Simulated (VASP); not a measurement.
Wanted: the native input for a VASP 6.6.1 run.

```
Task                   : single point
Functional             : LDA
Potentials or basis    : VASP PAW LDA potentials, release 64 (Be, Te)
Cutoff                 : 520 eV
k mesh                 : 8 × 8 × 8
Occupations            : gaussian, width 0.05 eV
Spin                   : no spin polarisation
Dipole correction      : no
Further INCAR settings : ALGO = Normal; EDIFF = 1e-06; NBANDS = 11
```

The structure of BeTe lies in POSCAR:

```
BeTe
1.0
    0.0000000000      2.8808000000      2.6592000000
    2.8808000000      0.0000000000      2.6592000000
    2.8808000000      2.8808000000      0.0000000000
Be Te
1 1
Direct
    0.0000000000      0.0000000000      0.0000000000
    0.7500000000      0.7500000000      0.7500000000
```

This cell differs from its parent crystal: strain +0.040 along x and y, -0.040 along z.

These files were run (other wordings do the same):

INCAR

```
SYSTEM = BeTe
PREC = Accurate
ENCUT = 520
EDIFF = 1E-6
ISMEAR = 0
SIGMA = 0.05
LREAL = .FALSE.
LASPH = .TRUE.
NELM = 80
ALGO = Normal
ISIF = 2
LWAVE = .FALSE.
LCHARG = .FALSE.
GGA = CA
NBANDS = 11
```

KPOINTS

```
regular mesh
0
G
  8 8 8
  0 0 0
```

Potentials or basis: VASP PAW LDA potentials, release 64 (Be, Te).

Command:

```console
$ cat potpaw_LDA.64/Be/POTCAR potpaw_LDA.64/Te/POTCAR > POTCAR
$ mpirun -np 1 vasp_std > vasp.out
```

Results of the run:

The pressure is -1.6 GPa. The band gap on the k mesh is 1.27 eV, indirect (least direct gap 3.26 eV).

Caveat: the cell differs from its parent crystal (strain +0.040 along x and y, -0.040 along z); spin-orbit coupling is left out, which moves the levels of the heavy elements.

Run time: 25 s on 1 thread of AMD EPYC 7R43 64-Core Processor (Zen 3) (shared host), peak memory 0.13 GiB.
